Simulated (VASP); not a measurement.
# AlP5 (P4/mmm) in VASP: a series of runs

The runs below take AlP5 through single point, relaxation of cell and atoms, with PBE.

All numbers are computed with VASP 6.6.1; they aren't measurements. Logs are shortened: lines on timing, memory, paths and dates and some standing lists are left out, and cuts for length are marked.

## 1. The cell of the first run

The structure is tetragonal, space group P4/mmm (No. 123). Conventional cell: a = 7.009 Å, b = 7.009 Å, c = 2.342 Å, α = 90.00°, β = 90.00°, γ = 90.00°. Within 3.1 Å of Al (site symmetry 4/mmm) lie 2 Al at 2.34 Å and 4 P at 2.59 Å. P (site symmetry m2m) has 3 P at 2.34 to 2.37 Å and 1 Al at 2.59 Å within 3.1 Å. P (site symmetry 4/mmm) has 6 P at 2.34 to 2.37 Å within 3.1 Å.

The cell was generated, and may not be a known phase.

## 2. Single point, PBE

The input, INCAR:

```
SYSTEM = AlP5
  PREC = Accurate
  ENCUT = 520
  EDIFF = 1E-7
  ISMEAR = 0
  SIGMA = 0.1
  LREAL = .FALSE.
  LASPH = .TRUE.
  NELM = 80
  ALGO = Normal
  ISIF = 2
  LWAVE = .FALSE.
  LCHARG = .FALSE.
  GGA = PE
  NBANDS = 23
```

The input, KPOINTS:

```
Automatic mesh
0
G
  4 4 8
  0 0 0
```

The input, POSCAR:

```
AlP5
1.0
    7.0085951807      0.0000000000      0.0000000000
    0.0000000000      7.0085951807      0.0000000000
    0.0000000000      0.0000000000      2.3415386143
Al P
1 5
Direct
    0.5000000000      0.5000000000      0.0000000000
    0.7610512528      0.7610512528      0.0000000000
    0.2389487472      0.2389487472      0.0000000000
    0.2389487472      0.7610512528      0.0000000000
    0.7610512528      0.2389487472      0.0000000000
    0.0000000000      0.0000000000      0.0000000000
```

Potentials or basis: VASP PAW PBE potentials, release 64 (Al, P).

Command:

```sh
cat potpaw_PBE.64/Al/POTCAR potpaw_PBE.64/P/POTCAR > POTCAR
mpirun -np 1 vasp_std > vasp.out
```

OUTCAR:

```text
SYSTEM = AlP5
   PREC = Accurate
   ENCUT = 520
   EDIFF = 1E-7
   ISMEAR = 0
   LREAL = .FALSE.
   LASPH = .TRUE.
   NELM = 80
   ISIF = 2
   GGA = PE

 ion  position               nearest neighbor table
   1  0.500  0.500  0.000-   2 2.59   3 2.59   4 2.59   5 2.59
   2  0.761  0.761  0.000-   6 2.37   1 2.59
   3  0.239  0.239  0.000-   6 2.37   1 2.59
   4  0.239  0.761  0.000-   6 2.37   1 2.59
   5  0.761  0.239  0.000-   6 2.37   1 2.59
   6  0.000  0.000  0.000-   2 2.37   3 2.37   4 2.37   5 2.37

  LATTYP: Found a simple tetragonal cell.
 ALAT       =     7.0085951807
 C/A-ratio  =     0.3340952864

  Lattice vectors:

 A1 = (   7.0085951807,   0.0000000000,   0.0000000000)
 A2 = (   0.0000000000,   7.0085951807,   0.0000000000)
 A3 = (   0.0000000000,   0.0000000000,   2.3415386143)

Analysis of symmetry for initial positions (statically):
=====================================================================
 Subroutine PRICEL returns:
 Original cell was already a primitive cell.

 Routine SETGRP: Setting up the symmetry group for a
 simple tetragonal supercell.

 Subroutine GETGRP returns: Found 16 space group operations
 (whereof 16 operations were pure point group operations)
 out of a pool of 16 trial point group operations.

The static configuration has the point symmetry D_4h.

Analysis of symmetry for dynamics (positions and initial velocities):
=====================================================================
 Subroutine PRICEL returns:
 Original cell was already a primitive cell.

 Routine SETGRP: Setting up the symmetry group for a
 simple tetragonal supercell.

 Subroutine GETGRP returns: Found 16 space group operations
 (whereof 16 operations were pure point group operations)
 out of a pool of 16 trial point group operations.

The dynamic configuration has the point symmetry D_4h.

 Subroutine INISYM returns: Found 16 space group operations
 (whereof 16 operations are pure point group operations),
 and found     1 'primitive' translations

----------------------------------------------------------------------------------------

                                     Primitive cell

  volume of cell :     115.0173

  direct lattice vectors                    reciprocal lattice vectors
     7.008595181  0.000000000  0.000000000     0.142681946  0.000000000  0.000000000
     0.000000000  7.008595181  0.000000000     0.000000000  0.142681946  0.000000000
     0.000000000  0.000000000  2.341538614     0.000000000  0.000000000  0.427069617

  length of vectors
     7.008595181  7.008595181  2.341538614     0.142681946  0.142681946  0.427069617

  position of ions in fractional coordinates (direct lattice)
     0.500000000  0.500000000  0.000000000
     0.761051253  0.761051253  0.000000000
     0.238948747  0.238948747  0.000000000
     0.238948747  0.761051253  0.000000000
     0.761051253  0.238948747  0.000000000
     0.000000000  0.000000000  0.000000000

  ion indices of the primitive-cell ions
   primitive index   ion index
                 1           1
                 2           2
                 3           3
                 4           4
                 5           5
                 6           6

----------------------------------------------------------------------------------------

 KPOINTS: Automatic mesh

Automatic generation of k-mesh.
 Grid dimensions read from file:
 generate k-points for:    4    4    8

 Generating k-lattice:

  Cartesian coordinates                     Fractional coordinates (reciprocal lattice)
     0.035670487  0.000000000  0.000000000     0.250000000  0.000000000  0.000000000
     0.000000000  0.035670487  0.000000000     0.000000000  0.250000000  0.000000000
     0.000000000  0.000000000  0.053383702     0.000000000  0.000000000  0.125000000

  Length of vectors
     0.035670487  0.035670487  0.053383702

  Shift w.r.t. Gamma in fractional coordinates (k-lattice)
     0.000000000  0.000000000  0.000000000

 Subroutine IBZKPT returns following result:
 ===========================================

[... 41 lines left out ...]
 Gauss-broadening in eV      SIGMA  =   0.10
  energy-cutoff  :      520.00
  volume of cell :      115.02
 maximum number of plane-waves:      3129
 NGX is ok and might be reduce to    54
   NGX = 27   NGY = 27   NGZ =  9

 number of electron      28.0000007 magnetization

 Free energy of the ion-electron system (eV)
  ---------------------------------------------------
  ext. energy  EPLUGINS =         0.00000000
  ---------------------------------------------------
  free energy    TOTEN  =       -28.00477471 eV

  energy without entropy =      -27.99085867  energy(sigma->0) =      -27.99781669

 E-fermi :   5.6978     XC(G=0):  -9.6846

 val. band max:        5.6826574752   @ k =   0.5000   0.0000   0.3750
 cond. band min:       5.7080995321   @ k =   0.5000   0.2500   0.2500
 fundamental gap:      0.0254420569
 Fermi energy:         5.6977770144

 k-point     1 :       0.0000    0.0000    0.0000
  band No.  band energies     occupation
      1      -9.5773      2.00000
      2      -7.0501      2.00000
      3      -7.0501      2.00000
      4      -6.0027      2.00000
      5      -5.6632      2.00000
      6      -0.9637      2.00000
[... 15 lines left out ...]
     22      13.9742      0.00000
     23      13.9742      0.00000

 k-point     2 :       0.2500    0.0000    0.0000
  band No.  band energies     occupation
      1      -9.5462      2.00000
      2      -7.2802      2.00000
      3      -6.9651      2.00000
      4      -6.1517      2.00000
      5      -5.2894      2.00000
      6      -1.9363      2.00000
[... 15 lines left out ...]
     22      13.3971      0.00000
     23      13.4980      0.00000

 k-point     3 :       0.5000    0.0000    0.0000
  band No.  band energies     occupation
      1      -9.5128      2.00000
      2      -7.4601      2.00000
      3      -6.8396      2.00000
      4      -6.3374      2.00000
      5      -4.9157      2.00000
      6      -2.5015      2.00000
[... 15 lines left out ...]
     22      12.9267      0.00000
     23      13.5124      0.00000
[... 495 lines left out ...]
 k-point    23 :       0.5000    0.2500    0.3750
  band No.  band energies     occupation
      1      -6.0624      2.00000
      2      -3.8456      2.00000
      3      -3.5150      2.00000
      4      -3.0394      2.00000
      5      -1.2088      2.00000
      6       0.5949      2.00000
[... 15 lines left out ...]
     22      10.7043      0.00000
     23      10.9832      0.00000

 k-point    24 :       0.5000    0.5000    0.3750
  band No.  band energies     occupation
      1      -6.0421      2.00000
      2      -3.6332      2.00000
      3      -3.6332      2.00000
      4      -3.3449      2.00000
      5      -0.9820      2.00000
      6       0.6137      2.00000
[... 15 lines left out ...]
     22      10.7197      0.00000
     23      10.7197      0.00000

 [... further k-points ...]
[... 5 lines left out ...]
  --------------------------------------------------------------------------------------
  -------------------------------------------------------------------------------------
  Total        0.0043155      0.0043155      0.0623476      0.0000000      0.0000000      0.0000000
  in kB        0.0601148      0.0601148      0.8684948      0.0000000      0.0000000      0.0000000
  external PRESSURE =       0.3295748 kB  Pullay stress =       0.0000000 kB

 VOLUME and BASIS-vectors are now :
 -----------------------------------------------------------------------------
  energy-cutoff  :      520.00
  volume of cell :      115.02
      direct lattice vectors                 reciprocal lattice vectors
     7.008595181  0.000000000  0.000000000     0.142681946  0.000000000  0.000000000
     0.000000000  7.008595181  0.000000000     0.000000000  0.142681946  0.000000000
     0.000000000  0.000000000  2.341538614     0.000000000  0.000000000  0.427069617

 POSITION                                       TOTAL-FORCE (eV/Angst)
 -----------------------------------------------------------------------------------
      3.50430      3.50430      0.00000         0.000000      0.000000      0.000000
      5.33390      5.33390      0.00000         0.028303      0.028303     -0.000000
      1.67470      1.67470      0.00000        -0.028303     -0.028303      0.000000
      1.67470      5.33390      0.00000        -0.028303      0.028303      0.000000
      5.33390      1.67470      0.00000         0.028303     -0.028303     -0.000000
      0.00000      0.00000      0.00000         0.000000      0.000000      0.000000
 -----------------------------------------------------------------------------------
    total drift:                                0.000000      0.000000     -0.000000

  FREE ENERGIE OF THE ION-ELECTRON SYSTEM (eV)
  ---------------------------------------------------
  free  energy   TOTEN  =       -28.0047747081 eV

  energy  without entropy=      -27.9908586734  energy(sigma->0) =      -27.99781669
```

Run time: 81 s. Hardware: 1 thread of Intel Xeon 8259CL, shared host; peak memory 0.24 GiB.

What came out:

```yaml
Free_energy: -28.0048 eV
Pressure: 0.0 GPa
Largest_force: 0.040 eV/Å
Band_gap_on_the_k_mesh: zero (bands 14 and 15 overlap by 1.28 eV)
```

Forces in eV/Å, atoms in the order of the input:
```
Al   0.000  0.000  0.000
P    0.028  0.028  0.000
P   -0.028 -0.028  0.000
P   -0.028  0.028  0.000
P    0.028 -0.028  0.000
P    0.000  0.000  0.000
```

Stress tensor (GPa, compression positive):
```
0.01 0.00 0.00
0.00 0.01 0.00
0.00 0.00 0.09
```

## 3. Single point, PBE

This run uses another cell than the first one, of 19.27 Å³/atom.

The input, INCAR:

```
SYSTEM = AlP5
PREC = Accurate
ENCUT = 520
EDIFF = 1E-6
ISMEAR = 0
SIGMA = 0.1
LREAL = .False.
LASPH = .True.
NELM = 60
ALGO = Normal
ISIF = 2
LWAVE = .False.
LCHARG = .False.
GGA = PE
NBANDS = 23
```

The input, KPOINTS:

```
regular mesh
0
Gamma
  6 6 16
  0 0 0
```

The input, POSCAR:

```
AlP5
1.0
    7.0005863865      0.0000000000      0.0000000000
    0.0000000000      7.0005863865      0.0000000000
    0.0000000000      0.0000000000      2.3597680902
Al P
1 5
Direct
    0.5000000000      0.5000000000      0.0000000000
    0.7602067367      0.7602067367      0.0000000000
    0.2397932633      0.2397932633      0.0000000000
    0.2397932633      0.7602067367      0.0000000000
    0.7602067367      0.2397932633      0.0000000000
    0.0000000000      0.0000000000      0.0000000000
```

Potentials or basis: VASP PAW PBE potentials, release 64 (Al, P).

Command:

```sh
cat potpaw_PBE.64/Al/POTCAR potpaw_PBE.64/P/POTCAR > POTCAR
mpirun -np 1 vasp_std > vasp.out
```

Run time: 4.3 min. Hardware: 1 thread of Intel Xeon 8259CL, shared host; peak memory 0.33 GiB.

Results (log left out):

```
Free energy            : -27.8969 eV
Pressure               : -0.2 GPa
Largest force          : 0.015 eV/Å
Band gap on the k mesh : zero (bands 14 and 15 overlap by 1.46 eV)
```

Forces on the atoms (eV/Å):
```
Al   0.000  0.000  0.000
P    0.010  0.010  0.000
P   -0.010 -0.010  0.000
P   -0.010  0.010  0.000
P    0.010 -0.010  0.000
P    0.000  0.000  0.000
```

Levels at points of the mesh, in eV from the Fermi level:
```csv
k point,band 10,band 11,band 12,band 13,band 14,band 15,band 16,band 17,band 18,band 19
"(0.00, 0.00, 0.00)",-2.13,-1.60,-1.60,-0.13,0.30,0.30,1.04,3.21,4.00,6.78
"(0.50, 0.00, 0.00)",-3.63,-2.76,-2.66,-1.17,-0.85,2.92,3.95,4.15,4.41,5.10
"(0.50, 0.50, 0.00)",-2.78,-2.78,-2.32,-1.09,0.09,0.76,0.76,6.92,7.19,7.19
"(0.00, 0.00, 0.50)",-4.55,-2.49,-2.49,-0.57,-0.23,0.54,1.41,2.30,2.30,2.69
"(0.50, 0.00, 0.50)",-4.04,-3.41,-1.55,-1.07,0.12,0.35,1.05,2.28,2.67,2.95
"(0.50, 0.50, 0.50)",-3.78,-2.30,-2.30,-1.21,-0.73,0.91,1.62,1.62,1.83,3.02
```

## 4. Relaxation of cell and atoms, PBE

This run uses another cell than the first one, of 19.26 Å³/atom.

The input, INCAR:

```
ALGO = Normal ; EDIFF = 1E-6
EDIFFG = -0.04 ; ENCUT = 600
GGA = PE ; IBRION = 2
ISIF = 3 ; ISMEAR = 0
LASPH = True ; LCHARG = False
LREAL = False ; LWAVE = False
NELM = 60 ; NSW = 90
PREC = Accurate ; SIGMA = 0.1
```

The input, KPOINTS:

```
k-points
0
Gamma
  4 4 8
```

The input, POSCAR:

```
AlP5
1.0
    7.1156939995      0.0000000000      0.0000000000
    0.0000000000      7.1156939995      0.0000000000
    0.0000000000      0.0000000000      2.2821384957
Al P
1 5
Direct
    0.5000000000      0.5000000000      0.0000000000
    0.7641419067      0.7641419067      0.0000000000
    0.2358580933      0.2358580933      0.0000000000
    0.2358580933      0.7641419067      0.0000000000
    0.7641419067      0.2358580933      0.0000000000
    0.0000000000      0.0000000000      0.0000000000
```

Command:

```sh
cat potpaw_PBE.64/Al/POTCAR potpaw_PBE.64/P/POTCAR > POTCAR
mpirun -np 1 vasp_std > vasp.out
```

It took 7.4 min on 1 thread of Intel Xeon 8259CL, shared host; peak memory 0.28 GiB.

It converged, with:

```yaml
Free_energy: -28.0059 eV
Relaxed_volume: 19.19 Å³/atom
Relaxed_cell: a = 7.013 Å, b = 7.013 Å, c = 2.342 Å, α = 90.00°, β = 90.00°, γ = 90.00°
Space_group_after_relaxing_to_0.1_Å: P4/mmm (No. 123)
Energy_gained_by_relaxing: 17.4 meV/atom
Ionic_steps: 10
Pressure_after_relaxing: 0.0 GPa
Band_gap_on_the_k_mesh: zero (bands 14 and 15 overlap by 1.29 eV)
```

The path:
| step | energy change (eV) | largest force (eV/Å) | pressure (GPa) | volume (Å³) |
| --- | --- | --- | --- | --- |
| 1 | 0.0000 | 0.0547 | 2.32 | 115.55 |
| 2 | -0.0019 | 0.1253 | -3.37 | 120.13 |
| 3 | -0.0909 | 0.1028 | -0.79 | 117.79 |
| 4 | -0.0909 | 0.1017 | -0.74 | 117.75 |
| 5 | -0.0982 | 0.1189 | -0.24 | 116.47 |
| 6 | -0.1004 | 0.1287 | 0.25 | 115.31 |
| 7 | -0.1034 | 0.0600 | 0.07 | 115.27 |
| 8 | -0.1041 | 0.0106 | -0.06 | 115.24 |
| 9 | -0.1041 | 0.0080 | 0.17 | 115.08 |
| 10 | -0.1043 | 0.0018 | 0.05 | 115.16 |

Final structure:
```yaml
crystal:
  lattice:
    - [7.01254, 0.00000, 0.00000]
    - [0.00000, 7.01254, 0.00000]
    - [0.00000, 0.00000, 2.34185]
  atoms:
    - { symbol: Al, position: [0.50000, 0.50000, 0.00000] }
    - { symbol: P, position: [0.76160, 0.76160, 0.00000] }
    - { symbol: P, position: [0.23840, 0.23840, 0.00000] }
    - { symbol: P, position: [0.23840, 0.76160, 0.00000] }
    - { symbol: P, position: [0.76160, 0.23840, 0.00000] }
    - { symbol: P, position: [0.00000, 0.00000, 0.00000] }
```

Levels at points of the mesh, in eV from the Fermi level:
| k point | band 11 | band 12 | band 13 | band 14 | band 15 | band 16 | band 17 | band 18 |
| --- | --- | --- | --- | --- | --- | --- | --- | --- |
| (0.00, 0.00, 0.00) | -1.70 | -1.70 | -0.24 | 0.24 | 0.24 | 0.93 | 3.15 | 3.92 |
| (0.50, 0.00, 0.00) | -2.84 | -2.70 | -1.29 | -0.95 | 2.90 | 3.84 | 4.09 | 4.26 |
| (0.50, 0.50, 0.00) | -2.87 | -2.36 | -1.14 | -0.06 | 0.72 | 0.72 | 6.84 | 7.08 |
| (0.00, 0.00, 0.50) | -2.42 | -2.42 | -0.61 | -0.20 | 0.68 | 1.44 | 2.31 | 2.31 |
| (0.50, 0.00, 0.50) | -3.32 | -1.51 | -1.10 | 0.19 | 0.36 | 1.11 | 2.42 | 2.67 |
| (0.50, 0.50, 0.50) | -2.23 | -2.23 | -1.12 | -0.78 | 0.89 | 1.65 | 1.65 | 1.90 |

## 5. Relaxation of cell and atoms, PBE

The input, INCAR:

```
SYSTEM = AlP5
  PREC = Accurate
  ENCUT = 600
  EDIFF = 1E-6
  ISMEAR = 0
  SIGMA = 0.1
  LREAL = .FALSE.
  LASPH = .TRUE.
  NELM = 60
  ALGO = Normal
  ISIF = 3
  LWAVE = .FALSE.
  LCHARG = .FALSE.
  GGA = PE
  IBRION = 2
  NSW = 100
  EDIFFG = -0.01
```

The input, KPOINTS:

```
Automatic mesh
0
G
  6 6 16
  0 0 0
```

The input, POSCAR:

```
AlP5
1.0
    7.0085951807      0.0000000000      0.0000000000
    0.0000000000      7.0085951807      0.0000000000
    0.0000000000      0.0000000000      2.3415386143
Al P
1 5
Direct
    0.5000000000      0.5000000000      0.0000000000
    0.7610512528      0.7610512528      0.0000000000
    0.2389487472      0.2389487472      0.0000000000
    0.2389487472      0.7610512528      0.0000000000
    0.7610512528      0.2389487472      0.0000000000
    0.0000000000      0.0000000000      0.0000000000
```

Command:

```sh
cat potpaw_PBE.64/Al/POTCAR potpaw_PBE.64/P/POTCAR > POTCAR
mpirun -np 1 vasp_std > vasp.out
```

It took 13 min on 1 thread of Intel Xeon 8259CL, shared host; peak memory 0.37 GiB.

It converged, with:

| Item | Value |
| --- | --- |
| Free energy | -27.8977 eV |
| Relaxed volume | 19.23 Å³/atom |
| Relaxed cell | a = 6.994 Å, b = 6.994 Å, c = 2.359 Å, α = 90.00°, β = 90.00°, γ = 90.00° |
| Space group after relaxing (to 0.1 Å) | P4/mmm (No. 123) |
| Energy gained by relaxing | 1.0 meV/atom |
| Ionic steps | 6 |
| Pressure after relaxing | 0.0 GPa |
| Band gap on the k mesh | zero (bands 14 and 15 overlap by 1.47 eV) |

Forces in eV/Å, atoms in the order of the input:
```
Al   0.000  0.000  0.000
P   -0.002 -0.002  0.000
P    0.002  0.002  0.000
P    0.002 -0.002  0.000
P   -0.002  0.002  0.000
P    0.000  0.000  0.000
```

Step by step:
```csv
step,energy change (eV),largest force (eV/Å),pressure (GPa),volume (Å³)
1,0.0000,0.0372,0.75,115.02
2,-0.0024,0.0250,-0.75,116.51
3,-0.0053,0.0313,-0.12,115.86
4,-0.0057,0.0271,-0.06,115.68
5,-0.0059,0.0186,0.06,115.33
6,-0.0060,0.0029,0.01,115.38
```

Final structure:
```
Al P
1.0
     6.99360    0.00000    0.00000
     0.00000    6.99360    0.00000
     0.00000    0.00000    2.35910
Al P
1 5
Direct
  0.50000 0.50000 0.00000
  0.76035 0.76035 0.00000
  0.23965 0.23965 0.00000
  0.23965 0.76035 0.00000
  0.76035 0.23965 0.00000
  0.00000 0.00000 0.00000
```

Levels at points of the mesh, in eV from the Fermi level:
| k point | band 12 | band 13 | band 14 | band 15 | band 16 | band 17 |
| --- | --- | --- | --- | --- | --- | --- |
| (0.00, 0.00, 0.00) | -1.60 | -0.12 | 0.30 | 0.30 | 1.05 | 3.20 |
| (0.50, 0.00, 0.00) | -2.66 | -1.17 | -0.85 | 2.94 | 3.95 | 4.16 |
| (0.50, 0.50, 0.00) | -2.32 | -1.08 | 0.09 | 0.76 | 0.76 | 6.92 |
| (0.00, 0.00, 0.50) | -2.50 | -0.56 | -0.24 | 0.56 | 1.41 | 2.30 |
| (0.50, 0.00, 0.50) | -1.56 | -1.07 | 0.12 | 0.34 | 1.05 | 2.30 |
| (0.50, 0.50, 0.50) | -2.31 | -1.21 | -0.73 | 0.90 | 1.62 | 1.62 |

## 6. The runs side by side

| task | cell | k mesh | cutoff (eV) | gap on the mesh (eV) | pressure (GPa) | relaxed volume (Å³/atom) | largest force (eV/Å) |
| --- | --- | --- | --- | --- | --- | --- | --- |
| single point | a = 7.009, b = 7.009, c = 2.342 Å, 6 atoms, atomic positions A | 4 × 4 × 8 | 520 | none | 0.0 | - | 0.04 |
| single point | a = 7.001, b = 7.001, c = 2.360 Å, 6 atoms, atomic positions B | 6 × 6 × 16 | 520 | none | -0.2 | - | 0.01 |
| relaxation of cell and atoms | relaxed from a = 7.116, b = 7.116, c = 2.282 Å, 6 atoms, atomic positions C | 4 × 4 × 8 | 600 | none | 0.0 | 19.19 | - |
| relaxation of cell and atoms | relaxed from a = 7.009, b = 7.009, c = 2.342 Å, 6 atoms, atomic positions A | 6 × 6 × 16 | 600 | none | 0.0 | 19.23 | - |

Alike in all rows: level PBE; potentials or basis VASP PAW PBE potentials, release 64 (Al, P); no spin polarisation; smearing gaussian 0.1 eV.

Absolute energies hang on the potentials; compare differences alone.

The gap in the log of VASP goes by the Fermi energy; the results here count the filled bands.